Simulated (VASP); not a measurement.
# Sn (Fd-3m) in VASP: a series of runs

Runs on Sn. Level: r2SCAN. Tasks: single point.

Program: VASP 6.6.1. These are calculated values, not measurements. Logs are shortened: lines on timing, memory, paths and dates and some standing lists are left out, and cuts for length are marked.

### 1 The cell of the first run

The structure is cubic, space group Fd-3m (No. 227). The conventional cell has a = 6.650 Å, b = 6.650 Å, c = 6.650 Å, α = 90.00°, β = 90.00°, γ = 90.00°. Within 3.8 Å of Sn (site symmetry -43m) lie 4 Sn at 2.88 Å.

This isn't the form of Sn at room conditions, which is tetragonal (white tin).

### 2 Single point, r2SCAN

POSCAR

```
Sn
1.0
    0.0000000000      3.3250000000      3.3250000000
    3.3250000000      0.0000000000      3.3250000000
    3.3250000000      3.3250000000      0.0000000000
Sn
2
Direct
    0.0000000000      0.0000000000      0.0000000000
    0.2500000000      0.2500000000      0.2500000000
```

INCAR.step1

```
SYSTEM = Sn
  ALGO = Normal
  EDIFF = 1E-4
  ENCUT = 520
  GGA = PE
  ISMEAR = -1
  LASPH = .True.
  LCHARG = .False.
  LREAL = .False.
  LWAVE = .True.
  NBANDS = 21
  NELM = 60
  PREC = Accurate
  SIGMA = 0.02
```

INCAR.step2

```
SYSTEM = Sn
  ALGO = Normal
  EDIFF = 1E-6
  ENCUT = 520
  ISIF = 2
  ISMEAR = -1
  ISTART = 1
  LASPH = .True.
  LCHARG = .False.
  LMIXTAU = .True.
  LREAL = .False.
  LWAVE = .False.
  METAGGA = R2SCAN
  NBANDS = 21
  NELM = 60
  PREC = Accurate
  SIGMA = 0.02
```

KPOINTS

```
k-points
0
Gamma
  6 6 6
  0 0 0
```

Potentials or basis: VASP PAW PBE potentials, release 64 (Sn_d).

Command:

```
$ cat potpaw_PBE.64/Sn_d/POTCAR > POTCAR
$ cp INCAR.step1 INCAR
$ mpirun -np 1 vasp_std > vasp.out
$ cp INCAR.step2 INCAR
$ mpirun -np 1 vasp_std > vasp.out
```

OUTCAR:

```text
SYSTEM = Sn
   EDIFF = 1E-6
   ENCUT = 520
   ISIF = 2
   ISMEAR = -1
   ISTART = 1
   LASPH = .True.
   LREAL = .False.
   METAGGA = R2SCAN
   NELM = 60
   PREC = Accurate

 ion  position               nearest neighbor table
   1  0.000  0.000  0.000-   2 2.88   2 2.88   2 2.88   2 2.88
   2  0.250  0.250  0.250-   1 2.88   1 2.88   1 2.88   1 2.88

  LATTYP: Found a face centered cubic cell.
 ALAT       =     6.6500000000

  Lattice vectors:

 A1 = (   0.0000000000,   3.3250000000,   3.3250000000)
 A2 = (   3.3250000000,   0.0000000000,   3.3250000000)
 A3 = (   3.3250000000,   3.3250000000,   0.0000000000)

Analysis of symmetry for initial positions (statically):
=====================================================================
 Subroutine PRICEL returns:
 Original cell was already a primitive cell.

 Routine SETGRP: Setting up the symmetry group for a
 face centered cubic supercell.

 Subroutine GETGRP returns: Found 48 space group operations
 (whereof 24 operations were pure point group operations)
 out of a pool of 48 trial point group operations.

The static configuration has the point symmetry T_d .
 The point group associated with its full space group is O_h .

Analysis of symmetry for dynamics (positions and initial velocities):
=====================================================================
 Subroutine PRICEL returns:
 Original cell was already a primitive cell.

 Routine SETGRP: Setting up the symmetry group for a
 face centered cubic supercell.

 Subroutine GETGRP returns: Found 48 space group operations
 (whereof 24 operations were pure point group operations)
 out of a pool of 48 trial point group operations.

The dynamic configuration has the point symmetry T_d .
 The point group associated with its full space group is O_h .

 Subroutine INISYM returns: Found 48 space group operations
 (whereof 24 operations are pure point group operations),
 and found     1 'primitive' translations

----------------------------------------------------------------------------------------

                                     Primitive cell

  volume of cell :      73.5199

  direct lattice vectors                    reciprocal lattice vectors
     0.000000000  3.325000000  3.325000000    -0.150375940  0.150375940  0.150375940
     3.325000000  0.000000000  3.325000000     0.150375940 -0.150375940  0.150375940
     3.325000000  3.325000000  0.000000000     0.150375940  0.150375940 -0.150375940

  length of vectors
     4.702260095  4.702260095  4.702260095     0.260458768  0.260458768  0.260458768

  position of ions in fractional coordinates (direct lattice)
     0.000000000  0.000000000  0.000000000
     0.250000000  0.250000000  0.250000000

  ion indices of the primitive-cell ions
   primitive index   ion index
                 1           1
                 2           2

----------------------------------------------------------------------------------------

 KPOINTS: k-points

Automatic generation of k-mesh.
 Grid dimensions read from file:
 generate k-points for:    6    6    6

 Generating k-lattice:

  Cartesian coordinates                     Fractional coordinates (reciprocal lattice)
    -0.025062657  0.025062657  0.025062657     0.166666667  0.000000000  0.000000000
     0.025062657 -0.025062657  0.025062657     0.000000000  0.166666667  0.000000000
     0.025062657  0.025062657 -0.025062657     0.000000000  0.000000000  0.166666667

  Length of vectors
     0.043409795  0.043409795  0.043409795

  Shift w.r.t. Gamma in fractional coordinates (k-lattice)
     0.000000000  0.000000000  0.000000000

 Subroutine IBZKPT returns following result:
 ===========================================

 Found     16 irreducible k-points:

 Following reciprocal coordinates:
            Coordinates               Weight
  0.000000  0.000000  0.000000      1.000000
  0.166667  0.000000  0.000000      8.000000
  0.333333  0.000000  0.000000      8.000000
  0.500000  0.000000  0.000000      4.000000
  0.166667  0.166667  0.000000      6.000000
  0.333333  0.166667  0.000000     24.000000
[... 8 lines left out ...]
 -0.333333  0.333333  0.166667     24.000000
 -0.333333  0.500000  0.166667     12.000000
   k-points           NKPTS =     16   k-points in BZ     NKDIM =     16   number of bands    NBANDS=     21
   number of dos      NEDOS =    301   number of ions     NIONS =      2
   total plane-waves  NPLWV =  46656
   dimension x,y,z NGX =    36 NGY =   36 NGZ =   36
   dimension x,y,z NGXF=    72 NGYF=   72 NGZF=   72
   ions per type =               2
   NGX,Y,Z   is equivalent  to a cutoff of  12.73, 12.73, 12.73 a.u.
   NGXF,Y,Z  is equivalent  to a cutoff of  25.46, 25.46, 25.46 a.u.
 SYSTEM =  Sn
   PREC   = accura    normal or accurate (medium, high low for compatibility)
   ISTART =      1    job   : 0-new  1-cont  2-samecut
   ICHARG =      0    charge: 1-file 2-atom 10-const
   ISPIN  =      1    spin polarized calculation?
   LNONCOLLINEAR =      F non collinear calculations
   LSORBIT =      F    spin-orbit coupling
   LASPH  =      T    aspherical Exc in radial PAW
   ENCUT  =  520.0 eV  38.22 Ry    6.18 a.u.   8.74  8.74  8.74*2*pi/ulx,y,z
   NELM   =     60;   NELMIN=  2; NELMDL=  0     # of ELM steps
   EDIFF  = 0.1E-05   stopping-criterion for ELM
   LREAL  =      F    real-space projection
   EDIFFG = 0.1E-04   stopping-criterion for IOM
   NSW    =      0    number of steps for IOM
   IBRION =     -1    ionic relax: 0-MD 1-quasi-New 2-CG
   NFREE  =      0    steps in history (QN), initial steepest desc. (CG)
   ISIF   =      2    stress and relaxation
   ISYM   =      2    0-nonsym 1-usesym 2-fastsym
   POTIM  = 0.5000    time-step for ionic-motion
   TEBEG  =    0.0;   TEEND  =   0.0 temperature during run
   PSTRESS=    0.0 pullay stress
   NELECT =      28.0000    total number of electrons
   NUPDOWN=      -1.0000    fix difference up-down
   EMIN   =  10.00;   EMAX   =-10.00  energy-range for DOS
   EFERMI =   0.00;   METHOD = LEGACY
   ISMEAR =    -1;   SIGMA  =   0.02  broadening in eV -4-tet -1-fermi 0-gaus
   EFERMI_NEDOS =   21; number of points for ismear=-14 and -15
   IALGO  =     38    algorithm
   IMIX   =      4    mixing-type and parameters
     AMIX     =   0.40;   BMIX     =  1.00
     AMIX_MAG =   1.60;   BMIX_MAG =  1.00
  volume/ion in A,a.u.               =      36.76       248.07
  Fermi-wavevector in a.u.,A,eV,Ry     =   1.186659  2.242460 19.159167  1.408159
  Thomas-Fermi vector in A             =   2.322827
   LORBIT       =      0    0 simple, 1 ext, 2 COOP (PROOUT), +10 PAW based schemes
   METAGGA = R2SCAN    functional components
   LHFCALC =     F    Hartree Fock is set to
   AEXX    =    0.0000 exact exchange contribution
   IVDW    =     0    specifies the selected vdW correction
   LEPSILON=     F    determine dielectric tensor
   LRPA    =     F    only Hartree local field effects (RPA)
 non-spin polarized calculation
  energy-cutoff  :      520.00
  volume of cell :       73.52
 maximum number of plane-waves:      2006
   NGX = 17   NGY = 17   NGZ = 17

 number of electron      28.0000006 magnetization

 Free energy of the ion-electron system (eV)
  ---------------------------------------------------
  ext. energy  EPLUGINS =         0.00000000
  ---------------------------------------------------
  free energy    TOTEN  =       -49.45159505 eV

  energy without entropy =      -49.45084488  energy(sigma->0) =      -49.45121997

 E-fermi :   4.8054     XC(G=0):  -9.2460

 val. band max:        4.4163676920   @ k =   0.1667   0.0000   0.0000
 cond. band min:       4.8165735586   @ k =   0.5000   0.0000   0.0000
 fundamental gap:      0.4002058666
 Fermi energy:         4.8054497428

 k-point     1 :       0.0000    0.0000    0.0000
  band No.  band energies     occupation
      1     -17.4373      2.00000
      2     -17.4373      2.00000
      3     -17.4373      2.00000
      4     -17.3806      2.00000
      5     -17.3806      2.00000
      6     -17.1141      2.00000
[... 13 lines left out ...]
     20      12.9230      0.00000
     21      12.9230      0.00000

 k-point     2 :       0.1667    0.0000    0.0000
  band No.  band energies     occupation
      1     -17.4512      2.00000
      2     -17.4512      2.00000
      3     -17.4316      2.00000
      4     -17.3604      2.00000
      5     -17.3604      2.00000
      6     -17.1383      2.00000
[... 13 lines left out ...]
     20      11.9832      0.00000
     21      11.9832      0.00000

 k-point     3 :       0.3333    0.0000    0.0000
  band No.  band energies     occupation
      1     -17.4652      2.00000
      2     -17.4652      2.00000
      3     -17.4197      2.00000
      4     -17.3355      2.00000
      5     -17.3355      2.00000
      6     -17.1579      2.00000
[... 13 lines left out ...]
     20      12.3763      0.00000
     21      12.3763      0.00000

 k-point     4 :       0.5000    0.0000    0.0000
  band No.  band energies     occupation
      1     -17.4693      2.00000
      2     -17.4693      2.00000
      3     -17.4134      2.00000
      4     -17.3275      2.00000
      5     -17.3275      2.00000
      6     -17.1630      2.00000
[... 13 lines left out ...]
     20      13.6587      0.00000
     21      13.8437      0.00000

 k-point     5 :       0.1667    0.1667    0.0000
  band No.  band energies     occupation
      1     -17.4502      2.00000
      2     -17.4501      2.00000
      3     -17.4436      2.00000
      4     -17.3616      2.00000
      5     -17.3373      2.00000
      6     -17.1795      2.00000
[... 13 lines left out ...]
     20      11.6475      0.00000
     21      13.2435      0.00000
[... 190 lines left out ...]
     20      14.1149      0.00000
     21      15.4046      0.00000

 k-point    14 :       0.5000    0.3333    0.1667
  band No.  band energies     occupation
      1     -17.4879      2.00000
      2     -17.4826      2.00000
      3     -17.3837      2.00000
      4     -17.3102      2.00000
      5     -17.2702      2.00000
      6     -17.2468      2.00000
[... 13 lines left out ...]
     20      12.9919      0.00000
     21      14.7565      0.00000

 k-point    15 :      -0.3333    0.3333    0.1667
  band No.  band energies     occupation
      1     -17.4998      2.00000
      2     -17.4870      2.00000
      3     -17.3549      2.00000
      4     -17.2874      2.00000
      5     -17.2618      2.00000
      6     -17.2514      2.00000
[... 13 lines left out ...]
     20      14.3385      0.00000
     21      14.6445      0.00000

 k-point    16 :      -0.3333    0.5000    0.1667
  band No.  band energies     occupation
      1     -17.4945      2.00000
      2     -17.4945      2.00000
      3     -17.3267      2.00000
      4     -17.3267      2.00000
      5     -17.2438      2.00000
      6     -17.2438      2.00000
[... 13 lines left out ...]
     20      13.8898      0.00000
     21      15.2381      0.00000

------------------------ aborting loop because EDIFF is reached ----------------------------------------

  FORCE on cell =-STRESS in cart. coord.  units (eV):
  Direction    XX          YY          ZZ          XY          YZ          ZX
  --------------------------------------------------------------------------------------
  -------------------------------------------------------------------------------------
  Total       -0.6632029     -0.6632029     -0.6632029     -0.0000000      0.0000000     -0.0000000
  in kB      -14.4528028    -14.4528028    -14.4528028     -0.0000000      0.0000000     -0.0000000
  external PRESSURE =     -14.4528028 kB  Pullay stress =       0.0000000 kB

 VOLUME and BASIS-vectors are now :
 -----------------------------------------------------------------------------
  energy-cutoff  :      520.00
  volume of cell :       73.52
      direct lattice vectors                 reciprocal lattice vectors
     0.000000000  3.325000000  3.325000000    -0.150375940  0.150375940  0.150375940
     3.325000000  0.000000000  3.325000000     0.150375940 -0.150375940  0.150375940
     3.325000000  3.325000000  0.000000000     0.150375940  0.150375940 -0.150375940

 POSITION                                       TOTAL-FORCE (eV/Angst)
 -----------------------------------------------------------------------------------
      0.00000      0.00000      0.00000        -0.000000     -0.000000     -0.000000
      1.66250      1.66250      1.66250         0.000000      0.000000      0.000000
 -----------------------------------------------------------------------------------
    total drift:                                0.000000      0.000000      0.000000

  FREE ENERGIE OF THE ION-ELECTRON SYSTEM (eV)
  ---------------------------------------------------
  free  energy   TOTEN  =       -49.4515950504 eV

  energy  without entropy=      -49.4508448834  energy(sigma->0) =      -49.45121997
```

Run time: 58 s. Hardware: 1 thread of AMD EPYC 9R45 (Zen 5), shared host; peak memory 0.18 GiB.

Results:

```
Free energy            : -49.4516 eV
Pressure               : -1.4 GPa
Band gap on the k mesh : zero (bands 14 and 15 overlap by 0.02 eV)
```

Levels at points of the mesh, in eV from the Fermi level:
```tsv
k point	band 11	band 12	band 13	band 14	band 15	band 16	band 17	band 18
(0.00, 0.00, 0.00)	-10.62	-0.86	0.03	0.03	0.03	2.24	2.24	2.24
(0.50, 0.00, 0.00)	-9.05	-6.30	-1.13	-1.13	0.01	3.36	3.36	5.99
(0.50, 0.50, 0.00)	-7.59	-7.59	-2.41	-2.41	1.01	1.01	7.70	7.70
```

Caveat: the PAW data sets were made with another functional, which shifts forces and pressure a little; spin-orbit coupling is left out, which moves the levels of the heavy elements.

### 3 Single point, r2SCAN

POSCAR is that of step 2.

INCAR.step1

```
ALGO = Normal
EDIFF = 1E-4
ENCUT = 520
GGA = PE
ISMEAR = -1
LASPH = T
LCHARG = F
LREAL = F
LWAVE = T
NBANDS = 21
NELM = 60
PREC = Accurate
SIGMA = 0.02
```

INCAR.step2

```
ALGO = Normal
EDIFF = 1E-6
ENCUT = 520
ISIF = 2
ISMEAR = -1
ISTART = 1
LASPH = T
LCHARG = T
LELF = T
LMIXTAU = T
LREAL = F
LVHAR = T
LWAVE = F
METAGGA = R2SCAN
NBANDS = 21
NELM = 60
PREC = Accurate
SIGMA = 0.02
```

KPOINTS

```
k-points
0
Gamma
  6 6 6
```

Potentials or basis: VASP PAW PBE potentials, release 64 (Sn_d).

Command:

```
$ cat potpaw_PBE.64/Sn_d/POTCAR > POTCAR
$ cp INCAR.step1 INCAR
$ mpirun -np 1 vasp_std > vasp.out
$ cp INCAR.step2 INCAR
$ mpirun -np 1 vasp_std > vasp.out
```

Wall time 57 s (1 thread of AMD EPYC 9R45 (Zen 5), shared host); peak memory 0.18 GiB.

The run converged. Its results:

| Property | Result |
| --- | --- |
| Free energy | -49.4516 eV |
| Pressure | -1.4 GPa |
| Band gap on the k mesh | zero (bands 14 and 15 overlap by 0.02 eV) |

Levels at points of the mesh, in eV from the Fermi level:
| k point | band 11 | band 12 | band 13 | band 14 | band 15 | band 16 | band 17 | band 18 |
| --- | --- | --- | --- | --- | --- | --- | --- | --- |
| (0.00, 0.00, 0.00) | -10.62 | -0.86 | 0.03 | 0.03 | 0.03 | 2.24 | 2.24 | 2.24 |
| (0.50, 0.00, 0.00) | -9.05 | -6.30 | -1.13 | -1.13 | 0.01 | 3.36 | 3.36 | 5.99 |
| (0.50, 0.50, 0.00) | -7.59 | -7.59 | -2.41 | -2.41 | 1.01 | 1.01 | 7.70 | 7.70 |

Caveat: the PAW data sets were made with another functional, which shifts forces and pressure a little; spin-orbit coupling is left out, which moves the levels of the heavy elements.
